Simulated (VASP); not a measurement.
# H4CO in VASP: a series of runs

H4CO is run at these levels: PBE+D3(BJ); tasks: single point.

Program: VASP 6.6.1. These are calculated values, not measurements. Logs are shortened: lines on timing, memory, paths and dates and some standing lists are left out, and cuts for length are marked.

## 1. The cell of the first run

The cell holds a disordered packing, 36 atoms: a = 7.587 Å, b = 7.587 Å, c = 7.587 Å, α = 90.00°, β = 90.00°, γ = 90.00°.

## 2. Single point, PBE+D3(BJ)

Contents of INCAR:

```
SYSTEM = H4CO
PREC = Accurate ; ENCUT = 1000
EDIFF = 1E-6 ; ISMEAR = -1
SIGMA = 0.02 ; LREAL = Auto
LASPH = .True. ; NELM = 120
ALGO = Normal ; ISIF = 2
LWAVE = .False. ; LCHARG = .True.
GGA = PE ; IVDW = 12
LELF = .True. ; LVHAR = .True.
NBANDS = 66 ; GGA_COMPAT = .False.
```

Contents of KPOINTS:

```
Automatic mesh
0
Gamma
  1 1 1
  0 0 0
```

Contents of POSCAR:

```
H4CO
1.0
    7.5874210000      0.0000000000      0.0000000000
    0.0000000000      7.5874210000      0.0000000000
    0.0000000000      0.0000000000      7.5874210000
H O C
24 6 6
Direct
    0.6059444777      0.1139130435      0.2647881086
    0.6116922190      0.1998217229      0.2145052544
    0.1732913266      0.5016998574      0.6718338592
    0.1757037392      0.5884033652      0.6238051365
    0.3019247408      0.3302954452      0.3443361836
    0.2369397988      0.2571162594      0.3633392773
    0.7333765755      0.4685662255      0.3034485065
    0.6839041259      0.5543434200      0.3193379970
    0.6067569903      0.8338415798      0.4777500599
    0.5258438468      0.8078494129      0.4246733883
    0.2085899839      0.8933839862      0.4854683025
    0.2325199581      0.9399741585      0.5699707251
    0.6828459046      0.7248436648      0.8847595765
    0.5573870517      0.8761598613      1.0383809340
    0.9293567496      0.2159089689      0.5048667086
    0.8842334431      0.0031829899      0.3827907295
   -0.0397410357      0.3161498263      0.8261380671
   -0.1433785185      0.1661066981      0.9946816353
    0.0751354800      0.6877799312      0.2646974317
    0.1324493635      0.7370893752      0.0289917976
    0.5287866859      0.5349660760      0.5970190801
    0.5411988615      0.2855841461      0.5970255514
    0.3948175003      0.2836177965      1.0111807880
    0.2849580486      0.0663439580      1.0657268000
    0.8230456272      0.8605568487      1.0690592314
    0.8227582576      0.0127157604      0.6448839650
   -0.0291729719      0.3924670219      1.0842808628
    0.3330913256      0.6613522119      0.1914338088
    0.6235136962      0.4148517912      0.8179325782
    0.3083673685      0.1329608404      0.8071289082
    0.6862818206      0.8210062837      0.9949853493
    0.8798177476      0.0770942281      0.5098546886
   -0.0723936943      0.2912731747      0.9671722885
    0.1792463212      0.6950474638      0.1612566921
    0.5638876005      0.4116644379      0.6691157337
    0.3300944841      0.1613960683      0.9629922948
```

Potentials or basis: VASP PAW PBE potentials, release 64 (H_h, O_h, C_h).

The run is started by

```console
$ cat potpaw_PBE.64/H_h/POTCAR potpaw_PBE.64/O_h/POTCAR potpaw_PBE.64/C_h/POTCAR > POTCAR
$ mpirun -np 1 vasp_gam > vasp.out
```

OUTCAR:

```text
SYSTEM = H4CO
   PREC = Accurate
   ENCUT = 1000
   EDIFF = 1E-6
   ISMEAR = -1
   LREAL = Auto
   LASPH = .True.
   NELM = 120
   ISIF = 2
   GGA = PE
   IVDW = 12
 IVDW          = 12

 ion  position               nearest neighbor table
   1  0.606  0.114  0.265-   2 0.76
   2  0.612  0.200  0.215-   1 0.76
   3  0.173  0.502  0.672-   4 0.75
   4  0.176  0.588  0.624-   3 0.75
   5  0.302  0.330  0.344-   6 0.76
   6  0.237  0.257  0.363-   5 0.76
[... 22 lines left out ...]
  29  0.624  0.415  0.818-  35 1.22
  30  0.308  0.133  0.807-  36 1.21
  31  0.686  0.821  0.995-  13 1.11  14 1.11  25 1.22
  32  0.880  0.077  0.510-  16 1.12  15 1.12  26 1.21
  33  0.928  0.291  0.967-  18 1.11  17 1.11  27 1.22
  34  0.179  0.695  0.161-  20 1.11  19 1.11  28 1.22
  35  0.564  0.412  0.669-  22 1.12  21 1.12  29 1.22
  36  0.330  0.161  0.963-  23 1.11  24 1.12  30 1.21

  LATTYP: Found a simple cubic cell.
 ALAT       =     7.5874210000

  Lattice vectors:

 A1 = (   7.5874210000,   0.0000000000,   0.0000000000)
 A2 = (   0.0000000000,   7.5874210000,   0.0000000000)
 A3 = (   0.0000000000,   0.0000000000,   7.5874210000)

Analysis of symmetry for initial positions (statically):
=====================================================================
 Subroutine PRICEL returns:
 Original cell was already a primitive cell.

 Routine SETGRP: Setting up the symmetry group for a
 simple cubic supercell.

 Subroutine GETGRP returns: Found  1 space group operations
 (whereof  1 operations were pure point group operations)
 out of a pool of 48 trial point group operations.

The static configuration has the point symmetry C_1 .

Analysis of symmetry for dynamics (positions and initial velocities):
=====================================================================
 Subroutine PRICEL returns:
 Original cell was already a primitive cell.

 Routine SETGRP: Setting up the symmetry group for a
 simple cubic supercell.

 Subroutine GETGRP returns: Found  1 space group operations
 (whereof  1 operations were pure point group operations)
 out of a pool of 48 trial point group operations.

The dynamic configuration has the point symmetry C_1 .

 Subroutine INISYM returns: Found  1 space group operations
 (whereof  1 operations are pure point group operations),
 and found     1 'primitive' translations
[... 139 lines left out ...]
   EDIFF  = 0.1E-05   stopping-criterion for ELM
   LREAL  =      T    real-space projection
   EDIFFG = 0.1E-04   stopping-criterion for IOM
   NSW    =      0    number of steps for IOM
   IBRION =     -1    ionic relax: 0-MD 1-quasi-New 2-CG
   NFREE  =      0    steps in history (QN), initial steepest desc. (CG)
   ISIF   =      2    stress and relaxation
   ISYM   =      2    0-nonsym 1-usesym 2-fastsym
   POTIM  = 0.5000    time-step for ionic-motion
   TEBEG  =    0.0;   TEEND  =   0.0 temperature during run
   PSTRESS=    0.0 pullay stress
   NELECT =      84.0000    total number of electrons
   NUPDOWN=      -1.0000    fix difference up-down
   EMIN   =  10.00;   EMAX   =-10.00  energy-range for DOS
   EFERMI =   0.00;   METHOD = LEGACY
   ISMEAR =    -1;   SIGMA  =   0.02  broadening in eV -4-tet -1-fermi 0-gaus
   EFERMI_NEDOS =   21; number of points for ismear=-14 and -15
   IALGO  =     38    algorithm
   IMIX   =      4    mixing-type and parameters
     AMIX     =   0.40;   BMIX     =  1.00
     AMIX_MAG =   1.60;   BMIX_MAG =  1.00
  volume/ion in A,a.u.               =      12.13        81.88
  Fermi-wavevector in a.u.,A,eV,Ry     =   0.944946  1.785689 12.148959  0.892923
  Thomas-Fermi vector in A             =   2.072800
   LORBIT       =      0    0 simple, 1 ext, 2 COOP (PROOUT), +10 PAW based schemes
   GGA     = PE    functional components
   LHFCALC =     F    Hartree Fock is set to
   AEXX    =    0.0000 exact exchange contribution
   IVDW    =    12    specifies the selected vdW correction
   LEPSILON=     F    determine dielectric tensor
   LRPA    =     F    only Hartree local field effects (RPA)
 non-spin polarized calculation
  energy-cutoff  :     1000.00
  volume of cell :      436.80
 maximum number of plane-waves:     15720
 NGX is ok and might be reduce to    80
   NGX = 39   NGY = 39   NGZ = 39

 number of electron      84.0000002 magnetization

 Free energy of the ion-electron system (eV)
  ---------------------------------------------------
  ext. energy  EPLUGINS =         0.00000000
  ---------------------------------------------------
  free energy    TOTEN  =      -174.80830070 eV

  energy without entropy =     -174.80830070  energy(sigma->0) =     -174.80830070

 E-fermi :  -2.3980     XC(G=0):  -6.3856

 val. band max:       -2.9231461469   @ k =   0.0000   0.0000   0.0000
 cond. band min:       0.1371976568   @ k =   0.0000   0.0000   0.0000
 fundamental gap:      3.0603438037
 Fermi energy:        -2.3980098928

 k-point     1 :       0.0000    0.0000    0.0000
  band No.  band energies     occupation
      1     -23.8044      2.00000
      2     -23.6411      2.00000
      3     -23.6099      2.00000
      4     -23.3762      2.00000
      5     -23.3442      2.00000
      6     -23.3273      2.00000
[... 46 lines left out ...]
     53       3.6682      0.00000
     54       4.1588      0.00000
 [bands above 54 left out]

------------------------ aborting loop because EDIFF is reached ----------------------------------------

 Edisp (eV)   -1.29289

 E8    (eV) :    -0.2836

  FORCE on cell =-STRESS in cart. coord.  units (eV):
  Direction    XX          YY          ZZ          XY          YZ          ZX
  --------------------------------------------------------------------------------------
  -------------------------------------------------------------------------------------
  Total       0.00252    -0.98064    -1.55957    -0.46458     0.14740    -0.20394
  in kB       0.00923    -3.59697    -5.72050    -1.70407     0.54065    -0.74806
  external pressure =       -3.10 kB  Pullay stress =        0.00 kB

 VOLUME and BASIS-vectors are now :
 -----------------------------------------------------------------------------
  energy-cutoff  :     1000.00
  volume of cell :      436.80
      direct lattice vectors                 reciprocal lattice vectors
     7.587421000  0.000000000  0.000000000     0.131797089  0.000000000  0.000000000
     0.000000000  7.587421000  0.000000000     0.000000000  0.131797089  0.000000000
     0.000000000  0.000000000  7.587421000     0.000000000  0.000000000  0.131797089

 POSITION                                       TOTAL-FORCE (eV/Angst)
 -----------------------------------------------------------------------------------
      4.59756      0.86431      2.00906        -0.017840      0.113990     -0.094369
      4.64117      1.51613      1.62754         0.005509     -0.124705      0.111982
      1.31483      3.80661      5.09749        -0.006623      0.016770     -0.006429
      1.33314      4.46446      4.73307        -0.018909     -0.009393      0.028022
      2.29083      2.50609      2.61262        -0.146577     -0.105276      0.019035
      1.79776      1.95085      2.75681         0.143289      0.123740     -0.017424
[... 28 lines left out ...]
      4.27845      3.12347      5.07686        -0.024244     -0.060123     -0.014454
      2.50457      1.22458      7.30663        -0.068756     -0.021413     -0.103193
 -----------------------------------------------------------------------------------
    total drift:                                0.002871     -0.000585     -0.000274

  FREE ENERGIE OF THE ION-ELECTRON SYSTEM (eV)
  ---------------------------------------------------
  free  energy   TOTEN  =      -176.1011917619 eV

  energy  without entropy=     -176.1011917619  energy(sigma->0) =     -176.10119176
```

stdout:

```text
POSCAR found type information on POSCAR H O C
 POSCAR found :  3 types and      36 ions
 scaLAPACK will be used
 LDA part: xc-table for (Slater+PW92), standard interpolation
 POSCAR, INCAR and KPOINTS ok, starting setup
 FFT: planning ... GRIDC
 FFT: planning ... GRID_SOFT
 FFT: planning ... GRID
 WAVECAR not read
 entering main loop
```

Run time: 1.9 min. Hardware: 1 thread of Intel Xeon Platinum 8559C (Emerald Rapids), shared host; peak memory 0.89 GiB.

Results:

- Free energy: -176.1012 eV
- Pressure: -0.3 GPa
- Largest force: 0.342 eV/Å
- Band gap on the k mesh: 3.06 eV
- Dispersion energy per atom: -0.036 eV

Forces in eV/Å, atoms in the order of the input:
```
H   -0.018  0.114 -0.094
H    0.006 -0.125  0.112
H   -0.007  0.017 -0.006
H   -0.019 -0.009  0.028
H   -0.147 -0.105  0.019
H    0.143  0.124 -0.017
H   -0.090  0.280  0.031
H    0.103 -0.265 -0.015
H   -0.205 -0.050 -0.095
H    0.210  0.046  0.093
H    0.029  0.032  0.052
H   -0.029 -0.029 -0.061
H    0.001  0.047  0.021
H    0.016 -0.009 -0.057
H    0.006 -0.075  0.003
H   -0.011 -0.010  0.067
H   -0.011  0.034  0.107
H    0.040  0.098 -0.022
H    0.064 -0.026 -0.031
H   -0.018 -0.006  0.016
H   -0.012 -0.088  0.097
H    0.056  0.086  0.071
H    0.002  0.003  0.002
H    0.030  0.025 -0.009
O   -0.263  0.004 -0.166
O    0.067  0.130 -0.208
O   -0.048 -0.247 -0.212
O   -0.161  0.032 -0.014
O   -0.032  0.070 -0.192
O   -0.010  0.030  0.119
C    0.277 -0.015  0.200
C   -0.046 -0.037  0.120
C    0.058  0.097  0.148
C    0.110 -0.090  0.012
C   -0.024 -0.060 -0.014
C   -0.069 -0.021 -0.103
```

Levels at points of the mesh, in eV from the valence-band top:
| k point | band 39 | band 40 | band 41 | band 42 | band 43 | band 44 | band 45 | band 46 |
| --- | --- | --- | --- | --- | --- | --- | --- | --- |
| (0.00, 0.00, 0.00) | -0.40 | -0.16 | -0.06 | 0.00 | 3.06 | 3.18 | 3.36 | 3.58 |

Caveat: the k points lie up to 0.83 Å⁻¹ apart.

## 3. Single point, PBE+D3(BJ)

Contents of INCAR:

```
SYSTEM = H4CO
PREC = Accurate
ENCUT = 1000
EDIFF = 1E-6
ISMEAR = -1
SIGMA = 0.02
LREAL = Auto
LASPH = .True.
NELM = 120
ALGO = Normal
ISIF = 2
LWAVE = .False.
LCHARG = .False.
GGA = PE
IVDW = 12
NBANDS = 66
GGA_COMPAT = .False.
```

KPOINTS is that of step 2.

Contents of POSCAR:

```
H4CO
1.0
    7.5874210000      0.0000000000      0.0000000000
    0.0000000000      7.5874210000      0.0000000000
    0.0000000000      0.0000000000      7.5874210000
H O C
24 6 6
Direct
    0.4291049620      0.3461386946      0.1646409234
    0.4002941184      0.3309293105      0.2608132592
    0.0425309206      0.7953295329      0.5451522988
   -0.0117563003      0.7201788328      0.5316430972
    0.1363177290      0.4537246582      0.6823398886
    0.0478818824      0.4230818351      0.6925541630
    0.7423471032      0.6544911637      0.3825015114
    0.7039414315      0.5700751283      0.4023633327
    0.3138088687      1.0895797136      0.5403944239
    0.3345405507      1.1068187728      0.4446965576
    0.3469031177      0.7098723005      0.6395453738
    0.4195233137      0.7647130692      0.5914130770
    0.6554664622      0.9649392066      1.1149638329
    0.7738993263      0.7284688697      1.1051185904
    0.7045872372      0.0464057550      0.6487843498
    0.8161666527      0.1105513982      0.4338496572
    0.0882776901      0.4063567845      1.0803802768
   -0.0947357475      0.2446812955      0.9767086867
    0.1843709477      0.8112901604      0.3227183519
    0.2874099117      0.5937327058      0.2936702735
    0.7309466550      0.5473796696      0.9228300367
    0.5524933966      0.3736711064      0.9152648838
    0.2482529966     -0.0228799746      0.7920214260
    0.4757611315      0.0664916313      0.7670985965
    0.8328653438      0.9389224613      0.9134197246
    0.6022072586     -0.0613779043      0.4237540002
   -0.0825708762      0.2780259590      1.2501612867
    0.3522540795      0.7735039350      0.1115925952
    0.7072099993      0.4085446161      0.6900631980
    0.2831660455      0.2102822553      0.9180062633
    0.7500572329      0.8812348755      1.0474441843
    0.7088311035      0.0294039305      0.5016724392
   -0.0323430056      0.3155749496      1.0988714083
    0.2745860550      0.7257670294      0.2400288583
    0.6648767743      0.4359452309      0.8411026619
    0.3331566813      0.0853254353      0.8289114312
```

Potentials or basis: VASP PAW PBE potentials, release 64 (H_h, O_h, C_h).

The run is started by

```console
$ cat potpaw_PBE.64/H_h/POTCAR potpaw_PBE.64/O_h/POTCAR potpaw_PBE.64/C_h/POTCAR > POTCAR
$ mpirun -np 1 vasp_gam > vasp.out
```

Wall time 2.6 min (1 thread of Intel Xeon Platinum 8488C (Sapphire Rapids), shared host); peak memory 0.88 GiB.

The run converged. Its results:

* Free energy: -174.8388 eV
* Pressure: -1.4 GPa
* Largest force: 3.943 eV/Å
* Band gap on the k mesh: 2.72 eV
* Dispersion energy per atom: -0.036 eV

Forces on the atoms (eV/Å):
```
H   -0.174 -0.113  0.620
H    0.263  0.114 -0.507
H    0.822  1.253  0.292
H   -0.936 -1.226 -0.152
H    1.328  0.433 -0.118
H   -1.310 -0.427  0.085
H    0.381  0.959 -0.272
H   -0.403 -1.079  0.228
H   -0.165  0.132 -0.346
H   -0.174  0.016  0.146
H    0.531  0.367 -0.301
H   -0.513 -0.441  0.345
H   -0.389  0.025  0.423
H   -0.381  2.619 -0.933
H    0.007 -0.200 -0.270
H   -0.755 -0.710  0.273
H   -1.176 -0.537 -0.169
H    0.706  0.877  1.067
H    0.340  0.022 -0.625
H    0.124 -0.911  0.213
H   -0.219 -0.858 -0.589
H    0.245 -0.230 -0.517
H   -0.808 -0.664 -0.008
H   -1.339  0.613  1.035
O   -1.777 -1.543  3.164
O    0.367  0.086 -0.077
O    0.610  0.659 -2.156
O    0.562  0.410 -1.161
O   -0.188 -0.401  0.131
O    0.711 -0.953 -0.741
C    2.548 -0.984 -2.662
C    0.642  0.789  0.229
C    0.028 -0.882  1.120
C   -0.937  0.562  1.353
C    0.042  1.420  0.883
C    1.384  0.801 -0.003
```

Stress tensor (GPa, compression positive):
```
-0.94 -0.15  1.07
-0.15 -0.88  0.37
 1.07  0.37 -2.30
```

Levels at points of the mesh, in eV from the valence-band top:
| k point | band 38 | band 39 | band 40 | band 41 | band 42 | band 43 | band 44 | band 45 | band 46 | band 47 |
| --- | --- | --- | --- | --- | --- | --- | --- | --- | --- | --- |
| (0.00, 0.00, 0.00) | -0.55 | -0.38 | -0.32 | -0.18 | 0.00 | 2.72 | 3.00 | 3.14 | 3.41 | 3.59 |

Caveat: the k points lie up to 0.83 Å⁻¹ apart; the atoms stand as in a frame of molecular dynamics.

(Part 1 of 2 ends here.)
